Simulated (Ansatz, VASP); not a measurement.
## AlAs: VASP beside Ansatz

```xyz
2
Lattice="0.0000 2.8768 2.8768 2.8768 0.0000 2.8768 2.8768 2.8768 0.0000" Properties=species:S:1:pos:R:3 pbc="T T T"
Al    0.0000    0.0000    0.0000
As    1.4384    1.4384    1.4384
```

Alike in both runs: task single point; functional PBE; k mesh 6 × 6 × 6; no spin polarisation.

|  | VASP | Ansatz |
| --- | --- | --- |
| version | VASP 6.6.1 | Ansatz 0.2.0 |
| potentials or method | VASP PAW PBE potentials, release 64 (Al, As), cutoff 500 eV | plane waves, PAW |
| occupations | methfessel-paxton of order 1, width 0.01 eV | cold, width 0.01 eV |
| valence electrons in the cell | 8 | 18 |

VASP gave:

| Quantity | Value |
| --- | --- |
| pressure (GPa) | -0.7 |

Problem. What did Ansatz give for the same quantities?

Solution. Pressure (GPa): -0.9.

VASP's potentials hold 8 valence electrons a cell and Ansatz's 18, so a difference there can come from the potentials and not from the codes.
